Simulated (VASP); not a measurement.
# PbS (Galena) (Fm-3m) in VASP: single point with PBEsol

Aim: the single point of PbS (Galena) with PBEsol.

Program: VASP 6.6.1. These are calculated values, not measurements. Logs are shortened: lines on timing, memory, paths and dates and some standing lists are left out, and cuts for length are marked.

## 1. The cell of the first run

It takes space group Fm-3m (No. 225, cubic). The conventional cell has a = 5.931 Å, b = 5.931 Å, c = 5.931 Å, α = 90.00°, β = 90.00°, γ = 90.00°. Within 3.9 Å of Pb (site symmetry m-3m) lie 6 S at 2.97 Å. Within 3.9 Å of S (site symmetry m-3m) lie 6 Pb at 2.97 Å.

## 2. Single point, PBEsol

INCAR reads:

```
SYSTEM = PbS
  PREC = Accurate
  ENCUT = 500
  EDIFF = 1E-6
  ISMEAR = 0
  SIGMA = 0.01
  LREAL = .False.
  LASPH = .True.
  NELM = 120
  ALGO = Normal
  ISIF = 2
  LWAVE = .False.
  LCHARG = .False.
  GGA = PS
  NBANDS = 17
  GGA_COMPAT = .False.
```

KPOINTS reads:

```
Automatic mesh
0
Gamma
  6 6 6
  0 0 0
```

POSCAR reads:

```
PbS
1.0
    0.0000000000      2.9657500000      2.9657500000
    2.9657500000      0.0000000000      2.9657500000
    2.9657500000      2.9657500000      0.0000000000
Pb S
1 1
Direct
    0.0000000000      0.0000000000      0.0000000000
    0.5000000000      0.5000000000      0.5000000000
```

Potentials or basis: VASP PAW PBE potentials, release 64 (Pb_d, S).

On the command line:

```sh
cat potpaw_PBE.64/Pb_d/POTCAR potpaw_PBE.64/S/POTCAR > POTCAR
mpirun -np 1 vasp_std > vasp.out
```

OUTCAR:

```text
SYSTEM = PbS
   PREC = Accurate
   ENCUT = 500
   EDIFF = 1E-6
   ISMEAR = 0
   LREAL = .False.
   LASPH = .True.
   NELM = 120
   ISIF = 2
   GGA = PS

 ion  position               nearest neighbor table
   1  0.000  0.000  0.000-   2 2.97   2 2.97   2 2.97   2 2.97   2 2.97   2 2.97
   2  0.500  0.500  0.500-   1 2.97   1 2.97   1 2.97   1 2.97   1 2.97   1 2.97

  LATTYP: Found a face centered cubic cell.
 ALAT       =     5.9315000000

  Lattice vectors:

 A1 = (   0.0000000000,   2.9657500000,   2.9657500000)
 A2 = (   2.9657500000,   0.0000000000,   2.9657500000)
 A3 = (   2.9657500000,   2.9657500000,   0.0000000000)

Analysis of symmetry for initial positions (statically):
=====================================================================
 Subroutine PRICEL returns:
 Original cell was already a primitive cell.

 Routine SETGRP: Setting up the symmetry group for a
 face centered cubic supercell.

 Subroutine GETGRP returns: Found 48 space group operations
 (whereof 48 operations were pure point group operations)
 out of a pool of 48 trial point group operations.

The static configuration has the point symmetry O_h .

Analysis of symmetry for dynamics (positions and initial velocities):
=====================================================================
 Subroutine PRICEL returns:
 Original cell was already a primitive cell.

 Routine SETGRP: Setting up the symmetry group for a
 face centered cubic supercell.

 Subroutine GETGRP returns: Found 48 space group operations
 (whereof 48 operations were pure point group operations)
 out of a pool of 48 trial point group operations.

The dynamic configuration has the point symmetry O_h .

 Subroutine INISYM returns: Found 48 space group operations
 (whereof 48 operations are pure point group operations),
 and found     1 'primitive' translations

----------------------------------------------------------------------------------------

                                     Primitive cell

  volume of cell :      52.1715

  direct lattice vectors                    reciprocal lattice vectors
     0.000000000  2.965750000  2.965750000    -0.168591419  0.168591419  0.168591419
     2.965750000  0.000000000  2.965750000     0.168591419 -0.168591419  0.168591419
     2.965750000  2.965750000  0.000000000     0.168591419  0.168591419 -0.168591419

  length of vectors
     4.194203873  4.194203873  4.194203873     0.292008903  0.292008903  0.292008903

  position of ions in fractional coordinates (direct lattice)
     0.000000000  0.000000000  0.000000000
     0.500000000  0.500000000  0.500000000

  ion indices of the primitive-cell ions
   primitive index   ion index
                 1           1
                 2           2

----------------------------------------------------------------------------------------

 KPOINTS: Automatic mesh

Automatic generation of k-mesh.
 Grid dimensions read from file:
 generate k-points for:    6    6    6

 Generating k-lattice:

  Cartesian coordinates                     Fractional coordinates (reciprocal lattice)
    -0.028098570  0.028098570  0.028098570     0.166666667  0.000000000  0.000000000
     0.028098570 -0.028098570  0.028098570     0.000000000  0.166666667  0.000000000
     0.028098570  0.028098570 -0.028098570     0.000000000  0.000000000  0.166666667

  Length of vectors
     0.048668150  0.048668150  0.048668150

  Shift w.r.t. Gamma in fractional coordinates (k-lattice)
     0.000000000  0.000000000  0.000000000

 Subroutine IBZKPT returns following result:
 ===========================================

 Found     16 irreducible k-points:

 Following reciprocal coordinates:
            Coordinates               Weight
  0.000000  0.000000  0.000000      1.000000
  0.166667  0.000000  0.000000      8.000000
  0.333333  0.000000  0.000000      8.000000
  0.500000  0.000000  0.000000      4.000000
  0.166667  0.166667  0.000000      6.000000
  0.333333  0.166667  0.000000     24.000000
[... 8 lines left out ...]
 -0.333333  0.333333  0.166667     24.000000
 -0.333333  0.500000  0.166667     12.000000
   k-points           NKPTS =     16   k-points in BZ     NKDIM =     16   number of bands    NBANDS=     17
   number of dos      NEDOS =    301   number of ions     NIONS =      2
   total plane-waves  NPLWV =  32768
   dimension x,y,z NGX =    32 NGY =   32 NGZ =   32
   dimension x,y,z NGXF=    64 NGYF=   64 NGZF=   64
   ions per type =               1   1
   NGX,Y,Z   is equivalent  to a cutoff of  12.68, 12.68, 12.68 a.u.
   NGXF,Y,Z  is equivalent  to a cutoff of  25.37, 25.37, 25.37 a.u.
 SYSTEM =  PbS
   PREC   = accura    normal or accurate (medium, high low for compatibility)
   ISTART =      0    job   : 0-new  1-cont  2-samecut
   ICHARG =      2    charge: 1-file 2-atom 10-const
   ISPIN  =      1    spin polarized calculation?
   LNONCOLLINEAR =      F non collinear calculations
   LSORBIT =      F    spin-orbit coupling
   LASPH  =      T    aspherical Exc in radial PAW
   ENCUT  =  500.0 eV  36.75 Ry    6.06 a.u.   7.65  7.65  7.65*2*pi/ulx,y,z
   NELM   =    120;   NELMIN=  2; NELMDL= -5     # of ELM steps
   EDIFF  = 0.1E-05   stopping-criterion for ELM
   LREAL  =      F    real-space projection
   EDIFFG = 0.1E-04   stopping-criterion for IOM
   NSW    =      0    number of steps for IOM
   IBRION =     -1    ionic relax: 0-MD 1-quasi-New 2-CG
   NFREE  =      0    steps in history (QN), initial steepest desc. (CG)
   ISIF   =      2    stress and relaxation
   ISYM   =      2    0-nonsym 1-usesym 2-fastsym
   POTIM  = 0.5000    time-step for ionic-motion
   TEBEG  =    0.0;   TEEND  =   0.0 temperature during run
   PSTRESS=    0.0 pullay stress
   NELECT =      20.0000    total number of electrons
   NUPDOWN=      -1.0000    fix difference up-down
   EMIN   =  10.00;   EMAX   =-10.00  energy-range for DOS
   EFERMI =   0.00;   METHOD = LEGACY
   ISMEAR =     0;   SIGMA  =   0.01  broadening in eV -4-tet -1-fermi 0-gaus
   EFERMI_NEDOS =   21; number of points for ismear=-14 and -15
   IALGO  =     38    algorithm
   IMIX   =      4    mixing-type and parameters
     AMIX     =   0.40;   BMIX     =  1.00
     AMIX_MAG =   1.60;   BMIX_MAG =  1.00
  volume/ion in A,a.u.               =      26.09       176.04
  Fermi-wavevector in a.u.,A,eV,Ry     =   1.189251  2.247359 19.242973  1.414319
  Thomas-Fermi vector in A             =   2.325363
   LORBIT       =      0    0 simple, 1 ext, 2 COOP (PROOUT), +10 PAW based schemes
   GGA     = PS    functional components
   LHFCALC =     F    Hartree Fock is set to
   AEXX    =    0.0000 exact exchange contribution
   IVDW    =     0    specifies the selected vdW correction
   LEPSILON=     F    determine dielectric tensor
   LRPA    =     F    only Hartree local field effects (RPA)
 non-spin polarized calculation
 Gauss-broadening in eV      SIGMA  =   0.01
  energy-cutoff  :      500.00
  volume of cell :       52.17
 maximum number of plane-waves:      1363
 NGX is ok and might be reduce to    32
   NGX = 15   NGY = 15   NGZ = 15

 number of electron      19.9999998 magnetization

 Free energy of the ion-electron system (eV)
  ---------------------------------------------------
  ext. energy  EPLUGINS =         0.00000000
  ---------------------------------------------------
  free energy    TOTEN  =        -9.45737384 eV

  energy without entropy =       -9.45737384  energy(sigma->0) =       -9.45737384

 E-fermi :   5.7702     XC(G=0):  -9.8880

 val. band max:        5.6856829288   @ k =   0.5000   0.0000   0.0000
 cond. band min:       5.9416451819   @ k =   0.5000   0.0000   0.0000
 fundamental gap:      0.2559622531
 Fermi energy:         5.7701826074

 k-point     1 :       0.0000    0.0000    0.0000
  band No.  band energies     occupation
      1     -11.0537      2.00000
      2     -11.0537      2.00000
      3     -11.0537      2.00000
      4     -11.0404      2.00000
      5     -11.0404      2.00000
      6      -7.9179      2.00000
[... 9 lines left out ...]
     16      12.3314      0.00000
     17      14.1313      0.00000

 k-point     2 :       0.1667    0.0000    0.0000
  band No.  band energies     occupation
      1     -11.0526      2.00000
      2     -11.0526      2.00000
      3     -11.0525      2.00000
      4     -11.0375      2.00000
      5     -11.0375      2.00000
      6      -7.6810      2.00000
[... 9 lines left out ...]
     16      12.9435      0.00000
     17      16.0244      0.00000

 k-point     3 :       0.3333    0.0000    0.0000
  band No.  band energies     occupation
      1     -11.0667      2.00000
      2     -11.0667      2.00000
      3     -11.0511      2.00000
      4     -11.0156      2.00000
      5     -11.0156      2.00000
      6      -7.0777      2.00000
[... 9 lines left out ...]
     16      14.3611      0.00000
     17      17.8162      0.00000

 k-point     4 :       0.5000    0.0000    0.0000
  band No.  band energies     occupation
      1     -11.0743      2.00000
      2     -11.0743      2.00000
      3     -11.0508      2.00000
      4     -11.0041      2.00000
      5     -11.0041      2.00000
      6      -6.6500      2.00000
[... 9 lines left out ...]
     16      15.7777      0.00000
     17      16.1531      0.00000
[... 183 lines left out ...]
      1     -11.1216      2.00000
      2     -11.0547      2.00000
      3     -11.0450      2.00000
      4     -11.0126      2.00000
      5     -11.0079      2.00000
      6      -6.6014      2.00000
[... 9 lines left out ...]
     16      16.2491      0.00000
     17      16.5757      0.00000

 k-point    15 :      -0.3333    0.3333    0.1667
  band No.  band energies     occupation
      1     -11.1327      2.00000
      2     -11.0500      2.00000
      3     -11.0338      2.00000
      4     -11.0309      2.00000
      5     -10.9984      2.00000
      6      -6.2962      2.00000
[... 9 lines left out ...]
     16      17.0526      0.00000
     17      17.3732      0.00000

 k-point    16 :      -0.3333    0.5000    0.1667
  band No.  band energies     occupation
      1     -11.1672      2.00000
      2     -11.0588      2.00000
      3     -11.0310      2.00000
      4     -11.0142      2.00000
      5     -10.9909      2.00000
      6      -6.1789      2.00000
[... 9 lines left out ...]
     16      17.4954      0.00000
     17      17.9476      0.00000

------------------------ aborting loop because EDIFF is reached ----------------------------------------

  FORCE on cell =-STRESS in cart. coord.  units (eV):
  Direction    XX          YY          ZZ          XY          YZ          ZX
  --------------------------------------------------------------------------------------
  -------------------------------------------------------------------------------------
  Total       -0.3022973     -0.3022973     -0.3022973     -0.0000000     -0.0000000      0.0000000
  in kB       -9.2834896     -9.2834896     -9.2834896     -0.0000000     -0.0000000      0.0000000
  external PRESSURE =      -9.2834896 kB  Pullay stress =       0.0000000 kB

 VOLUME and BASIS-vectors are now :
 -----------------------------------------------------------------------------
  energy-cutoff  :      500.00
  volume of cell :       52.17
      direct lattice vectors                 reciprocal lattice vectors
     0.000000000  2.965750000  2.965750000    -0.168591419  0.168591419  0.168591419
     2.965750000  0.000000000  2.965750000     0.168591419 -0.168591419  0.168591419
     2.965750000  2.965750000  0.000000000     0.168591419  0.168591419 -0.168591419

 POSITION                                       TOTAL-FORCE (eV/Angst)
 -----------------------------------------------------------------------------------
      0.00000      0.00000      0.00000         0.000000     -0.000000      0.000000
      2.96575      2.96575      2.96575        -0.000000      0.000000     -0.000000
 -----------------------------------------------------------------------------------
    total drift:                                0.000000     -0.000000     -0.000000

  FREE ENERGIE OF THE ION-ELECTRON SYSTEM (eV)
  ---------------------------------------------------
  free  energy   TOTEN  =        -9.4573738424 eV

  energy  without entropy=       -9.4573738424  energy(sigma->0) =       -9.45737384
```

Run time: 7.7 s. Hardware: 1 thread of Intel Xeon Platinum 8559C (Emerald Rapids), shared host; peak memory 0.17 GiB.

What came out:

```
Free energy            : -9.4574 eV
Pressure               : -0.9 GPa
Band gap on the k mesh : 0.26 eV, direct
```

Levels at points of the mesh, in eV from the valence-band top:
```tsv
k point	band 7	band 8	band 9	band 10	band 11	band 12	band 13	band 14
(0.00, 0.00, 0.00)	-6.06	-2.17	-2.17	-2.17	5.16	5.16	5.16	6.65
(0.50, 0.00, 0.00)	-8.90	-1.77	-1.77	0.00	0.26	1.90	1.90	8.49
(0.50, 0.50, 0.00)	-7.24	-5.25	-3.46	-3.46	3.72	5.53	5.64	5.64
```

Caveat: the PAW data sets were made with another functional, which shifts forces and pressure a little; spin-orbit coupling is left out, which moves the levels of the heavy elements. A k mesh can miss the band edges.
